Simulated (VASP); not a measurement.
# GeS (Pnma) in VASP: relaxation of cell and atoms with r2SCAN

Aim: the relaxation of cell and atoms of GeS with r2SCAN.

Program: VASP 6.6.1. These are calculated values, not measurements. Logs are shortened: lines on timing, memory, paths and dates and some standing lists are left out, and cuts for length are marked.

**1. The cell of the first run**

It takes space group Pnma (No. 62, orthorhombic). Conventional cell: a = 10.481 Å, b = 3.646 Å, c = 4.299 Å, α = 90.00°, β = 90.00°, γ = 90.00°. Within 3.4 Å of Ge (site symmetry m) lie 6 S at 2.44 to 3.28 Å and 2 Ge at 3.33 Å. Within 3.3 Å of S (site symmetry m) lie 6 Ge at 2.44 to 3.28 Å.

**2. Relaxation of cell and atoms, r2SCAN**

Input file POSCAR:

```
GeS
1.0
   10.4810000000      0.0000000000      0.0000000000
    0.0000000000      3.6460000000      0.0000000000
    0.0000000000      0.0000000000      4.2990000000
Ge S
4 4
Direct
    0.8779000000      0.7500000000      0.8723000000
    0.6221000000      0.2500000000      0.3723000000
    0.3779000000      0.7500000000      0.6277000000
    0.1221000000      0.2500000000      0.1277000000
    0.1505000000      0.7500000000      0.4977000000
    0.3495000000      0.2500000000      0.9977000000
    0.6505000000      0.7500000000      0.0023000000
    0.8495000000      0.2500000000      0.5023000000
```

Input file INCAR.step1:

```
SYSTEM = GeS
ALGO = Normal ; EDIFF = 1E-7
EDIFFG = -0.005 ; EFERMI = MIDGAP
ENCUT = 730 ; GGA_COMPAT = .False.
IBRION = 2 ; ISIF = 3
ISMEAR = 0 ; KPAR = 8
LASPH = .True. ; LCHARG = .False.
LMIXTAU = .True. ; LREAL = .False.
LWAVE = .False. ; METAGGA = R2SCAN
NELM = 120 ; NELMIN = 4
NSW = 60 ; PREC = Accurate
SIGMA = 0.03
```

Input file INCAR.step3:

```
SYSTEM = GeS
ALGO = Normal ; EDIFF = 1E-7
EFERMI = MIDGAP ; ENCUT = 730
GGA_COMPAT = .False. ; ISIF = 2
ISMEAR = 0 ; KPAR = 8
LASPH = .True. ; LCHARG = .False.
LMIXTAU = .True. ; LREAL = .False.
LWAVE = .False. ; METAGGA = R2SCAN
NELM = 120 ; PREC = Accurate
SIGMA = 0.03
```

Input file KPOINTS:

```
k-points
0
Gamma
  2 6 5
```

Potentials or basis: VASP PAW PBE potentials, release 64 (Ge_d_GW, S_GW).

Launch:

```bash
$ cat potpaw_PBE.64/Ge_d_GW/POTCAR potpaw_PBE.64/S_GW/POTCAR > POTCAR
$ cp INCAR.step1 INCAR
$ cp POSCAR.step1 POSCAR
$ mpirun -np 8 vasp_std > vasp.out
$ cp CONTCAR POSCAR
$ mpirun -np 8 vasp_std > vasp.out
$ cp CONTCAR POSCAR
$ cp INCAR.step3 INCAR
$ mpirun -np 8 vasp_std > vasp.out
```

OUTCAR:

```text
SYSTEM = GeS
   EDIFF = 1E-7
   EFERMI = MIDGAP
   ENCUT = 730
   ISIF = 2
   ISMEAR = 0
   LASPH = .True.
   LREAL = .False.
   METAGGA = R2SCAN
   NELM = 120
   PREC = Accurate

 Found     24 irreducible k-points:

 Following reciprocal coordinates:
            Coordinates               Weight
  0.000000  0.000000  0.000000      1.000000
  0.500000  0.000000  0.000000      1.000000
  0.000000  0.166667 -0.000000      2.000000
  0.500000  0.166667 -0.000000      2.000000
  0.000000  0.333333  0.000000      2.000000
  0.500000  0.333333  0.000000      2.000000
   k-points           NKPTS =     24   k-points in BZ     NKDIM =     24   number of bands    NBANDS=     48
   number of dos      NEDOS =    301   number of ions     NIONS =      8
   total plane-waves  NPLWV = 122880
   dimension x,y,z NGX =    96 NGY =   32 NGZ =   40
   dimension x,y,z NGXF=   192 NGYF=   64 NGZF=   80
   ions per type =               4   4
   NGX,Y,Z   is equivalent  to a cutoff of  14.72, 14.81, 14.62 a.u.
   NGXF,Y,Z  is equivalent  to a cutoff of  29.43, 29.62, 29.25 a.u.
 SYSTEM =  GeS
   PREC   = accura    normal or accurate (medium, high low for compatibility)
   ISTART =      0    job   : 0-new  1-cont  2-samecut
   ICHARG =      2    charge: 1-file 2-atom 10-const
   ISPIN  =      1    spin polarized calculation?
   LNONCOLLINEAR =      F non collinear calculations
   LSORBIT =      F    spin-orbit coupling
   LASPH  =      T    aspherical Exc in radial PAW
   ENCUT  =  730.0 eV  53.65 Ry    7.32 a.u.  23.89  7.91 10.02*2*pi/ulx,y,z
   NELM   =    120;   NELMIN=  2; NELMDL=  0     # of ELM steps
   EDIFF  = 0.1E-06   stopping-criterion for ELM
   LREAL  =      F    real-space projection
   EDIFFG = 0.1E-05   stopping-criterion for IOM
   NSW    =      0    number of steps for IOM
   IBRION =     -1    ionic relax: 0-MD 1-quasi-New 2-CG
   NFREE  =      0    steps in history (QN), initial steepest desc. (CG)
   ISIF   =      2    stress and relaxation
   ISYM   =      2    0-nonsym 1-usesym 2-fastsym
   POTIM  = 0.5000    time-step for ionic-motion
   TEBEG  =    0.0;   TEEND  =   0.0 temperature during run

   SCALEE = 1.0000    scale energy and forces
   PSTRESS=    0.0 pullay stress
   NELECT =      80.0000    total number of electrons
   NUPDOWN=      -1.0000    fix difference up-down
   EMIN   =  10.00;   EMAX   =-10.00  energy-range for DOS
   EFERMI =   0.00;   METHOD = MIDGAP
   ISMEAR =     0;   SIGMA  =   0.03  broadening in eV -4-tet -1-fermi 0-gaus
   EFERMI_NEDOS =   21; number of points for ismear=-14 and -15
   IALGO  =     38    algorithm
   IMIX   =      4    mixing-type and parameters
     AMIX     =   0.40;   BMIX     =  1.00
     AMIX_MAG =   1.60;   BMIX_MAG =  1.00
  volume/ion in A,a.u.               =      22.14       149.43
  Fermi-wavevector in a.u.,A,eV,Ry     =   1.256015  2.373523 21.464180  1.577573
  Thomas-Fermi vector in A             =   2.389743
   LORBIT       =      0    0 simple, 1 ext, 2 COOP (PROOUT), +10 PAW based schemes
   METAGGA = R2SCAN    functional components
   LHFCALC =     F    Hartree Fock is set to
   AEXX    =    0.0000 exact exchange contribution
   IVDW    =     0    specifies the selected vdW correction
   LEPSILON=     F    determine dielectric tensor
   LRPA    =     F    only Hartree local field effects (RPA)

   CSHIFT  =0.1000    complex shift for real part using Kramers Kronig

   OMEGAMAX=  -1.0    maximum frequency
 non-spin polarized calculation
 Gauss-broadening in eV      SIGMA  =   0.03
  energy-cutoff  :      730.00
  volume of cell :      177.15
 maximum number of plane-waves:      7964
 NGX is ok and might be reduce to    96
   NGX = 47   NGY = 15   NGZ = 21

 number of electron      79.9999990 magnetization

 Free energy of the ion-electron system (eV)
  ---------------------------------------------------
  ext. energy  EPLUGINS =         0.00000000
  ---------------------------------------------------
  free energy    TOTEN  =       -89.57411464 eV

  energy without entropy =      -89.57411464  energy(sigma->0) =      -89.57411464

 E-fermi :   3.8577     XC(G=0): -10.3531

 val. band max:        3.1880131066   @ k =   0.0000   0.0000   0.0000
 cond. band min:       4.5274668418   @ k =   0.0000   0.0000   0.0000
 fundamental gap:      1.3394537352
 Fermi energy:         3.8577399742

 k-point     1 :       0.0000    0.0000    0.0000
  band No.  band energies     occupation
      1     -22.0512      2.00000
      2     -22.0488      2.00000
      3     -22.0415      2.00000
      4     -22.0398      2.00000
      5     -22.0367      2.00000
      6     -22.0359      2.00000
[... 40 lines left out ...]
     47       7.2100      0.00000
     48       7.7168      0.00000

 k-point     2 :       0.5000    0.0000    0.0000
  band No.  band energies     occupation
      1     -22.0501      2.00000
      2     -22.0501      2.00000
      3     -22.0406      2.00000
      4     -22.0406      2.00000
      5     -22.0364      2.00000
      6     -22.0364      2.00000
[... 40 lines left out ...]
     47       7.4193      0.00000
     48       7.4193      0.00000

 k-point     3 :       0.0000    0.1667   -0.0000
  band No.  band energies     occupation
      1     -22.0479      2.00000
      2     -22.0464      2.00000
      3     -22.0394      2.00000
      4     -22.0390      2.00000
      5     -22.0372      2.00000
      6     -22.0359      2.00000
[... 40 lines left out ...]
     47       7.1696      0.00000
     48       7.6246      0.00000

 k-point     4 :       0.5000    0.1667   -0.0000
  band No.  band energies     occupation
      1     -22.0472      2.00000
      2     -22.0472      2.00000
      3     -22.0392      2.00000
      4     -22.0392      2.00000
      5     -22.0366      2.00000
      6     -22.0366      2.00000
[... 40 lines left out ...]
     47       7.4278      0.00000
     48       7.4278      0.00000

 k-point     5 :       0.0000    0.3333    0.0000
  band No.  band energies     occupation
      1     -22.0459      2.00000
      2     -22.0454      2.00000
      3     -22.0440      2.00000
      4     -22.0438      2.00000
      5     -22.0332      2.00000
      6     -22.0321      2.00000
[... 40 lines left out ...]
     47       6.7275      0.00000
     48       6.9339      0.00000

 k-point     6 :       0.5000    0.3333    0.0000
  band No.  band energies     occupation
      1     -22.0457      2.00000
      2     -22.0457      2.00000
      3     -22.0439      2.00000
      4     -22.0439      2.00000
      5     -22.0328      2.00000
      6     -22.0328      2.00000
[... 40 lines left out ...]
     47       6.8478      0.00000
     48       6.8478      0.00000

 [... further k-points ...]

------------------------ aborting loop because EDIFF is reached ----------------------------------------

  FORCE on cell =-STRESS in cart. coord.  units (eV):
  Direction    XX          YY          ZZ          XY          YZ          ZX
  --------------------------------------------------------------------------------------
  -------------------------------------------------------------------------------------
  Total        0.0183192      0.0037143     -0.0046007      0.0000000      0.0000000      0.0000000
  in kB        0.1656860      0.0335932     -0.0416106      0.0000000      0.0000000      0.0000000
  external PRESSURE =       0.0525562 kB  Pullay stress =       0.0000000 kB

 VOLUME and BASIS-vectors are now :
 -----------------------------------------------------------------------------
  energy-cutoff  :      730.00
  volume of cell :      177.15
      direct lattice vectors                 reciprocal lattice vectors
    10.845585434  0.000000000  0.000000000     0.092203414  0.000000000  0.000000000
     0.000000000  3.591938626 -0.000000000     0.000000000  0.278401193 -0.000000000
     0.000000000  0.000000000  4.547246297     0.000000000  0.000000000  0.219913313

 POSITION                                       TOTAL-FORCE (eV/Angst)
 -----------------------------------------------------------------------------------
      9.45214      2.69395      3.94194         0.002551      0.000000      0.002302
      6.81624      0.89798      1.66832        -0.002551      0.000000      0.002302
      4.02935      2.69395      2.87893         0.002551     -0.000000     -0.002302
      1.39345      0.89798      0.60530        -0.002551     -0.000000     -0.002302
      1.68654      2.69395      2.20312        -0.000246     -0.000000     -0.001845
      3.73625      0.89798      4.47674         0.000246     -0.000000     -0.001845
      7.10933      2.69395      0.07050        -0.000246      0.000000      0.001845
      9.15905      0.89798      2.34413         0.000246      0.000000      0.001845
 -----------------------------------------------------------------------------------
    total drift:                                0.000000     -0.000000      0.000000

  FREE ENERGIE OF THE ION-ELECTRON SYSTEM (eV)
  ---------------------------------------------------
  free  energy   TOTEN  =       -89.5741146385 eV

  energy  without entropy=      -89.5741146385  energy(sigma->0) =      -89.57411464
```

It took 1.6 h on 8 MPI ranks of AMD EPYC 9R45 (Zen 5), shared host; peak memory 0.63 GiB.

What came out:

| Item | Value |
| --- | --- |
| Free energy | -89.5741 eV |
| Relaxed volume | 22.14 Å³/atom |
| Relaxed cell | a = 10.846 Å, b = 3.592 Å, c = 4.547 Å, α = 90.00°, β = 90.00°, γ = 90.00° |
| Space group after relaxing (to 0.1 Å) | Pnma (No. 62) |
| Energy gained by relaxing | 11.1 meV/atom |
| Ionic steps | 45 |
| Pressure after relaxing | 0.0 GPa |
| Largest force after relaxing | 0.003 eV/Å |
| Band gap on the k mesh | 1.34 eV |

Forces on the atoms (eV/Å):
```
Ge   0.003  0.000  0.002
Ge  -0.003  0.000  0.002
Ge   0.003  0.000 -0.002
Ge  -0.003  0.000 -0.002
S    0.000  0.000 -0.002
S    0.000  0.000 -0.002
S    0.000  0.000  0.002
S    0.000  0.000  0.002
```

Step by step:
| step | energy change (eV) | largest force (eV/Å) | pressure (GPa) | volume (Å³) |
| --- | --- | --- | --- | --- |
| 1 | 0.0000 | 0.1353 | 1.08 | 164.28 |
| 3 | -0.0250 | 0.2725 | -0.88 | 170.94 |
| 5 | -0.0553 | 0.1340 | -0.66 | 173.54 |
| 7 | -0.0663 | 0.0800 | -0.37 | 176.24 |
| 9 | -0.0786 | 0.0648 | 0.26 | 174.71 |
| 11 | -0.0796 | 0.0711 | 0.50 | 174.19 |
| 13 | -0.0833 | 0.0371 | 0.07 | 175.17 |
| 15 | -0.0843 | 0.0361 | -0.03 | 176.15 |
| 17 | -0.0850 | 0.0220 | 0.03 | 176.42 |
| 19 | -0.0854 | 0.0108 | -0.01 | 177.22 |
| 21 | -0.0854 | 0.0099 | -0.02 | 177.26 |
| 23 | -0.0855 | 0.0074 | -0.02 | 177.27 |
| 25 | -0.0856 | 0.0054 | 0.02 | 177.19 |
| 27 | -0.0856 | 0.0054 | 0.03 | 177.18 |
| 29 | -0.0884 | 0.0049 | 0.03 | 177.22 |
| 31 | -0.0884 | 0.0049 | -0.04 | 177.27 |
| 33 | -0.0885 | 0.0085 | 0.04 | 177.11 |
| 35 | -0.0886 | 0.0086 | -0.01 | 177.17 |
| 37 | -0.0886 | 0.0064 | -0.02 | 177.20 |
| 39 | -0.0886 | 0.0076 | 0.02 | 177.11 |
| 41 | -0.0886 | 0.0073 | -0.03 | 177.24 |
| 43 | -0.0887 | 0.0054 | -0.01 | 177.18 |
| 45 | -0.0887 | 0.0036 | 0.01 | 177.15 |

Final structure:
```yaml
crystal:
  lattice:
    - [10.84559, 0.00000, 0.00000]
    - [0.00000, 3.59194, 0.00000]
    - [0.00000, 0.00000, 4.54725]
  atoms:
    - { symbol: Ge, position: [0.87152, 0.75000, 0.86689] }
    - { symbol: Ge, position: [0.62848, 0.25000, 0.36689] }
    - { symbol: Ge, position: [0.37152, 0.75000, 0.63311] }
    - { symbol: Ge, position: [0.12848, 0.25000, 0.13311] }
    - { symbol: S, position: [0.15550, 0.75000, 0.48450] }
    - { symbol: S, position: [0.34450, 0.25000, 0.98450] }
    - { symbol: S, position: [0.65550, 0.75000, 0.01550] }
    - { symbol: S, position: [0.84450, 0.25000, 0.51550] }
```

Caveat: the PAW data sets were made with another functional, which shifts forces and pressure a little. A k mesh can miss the band edges.
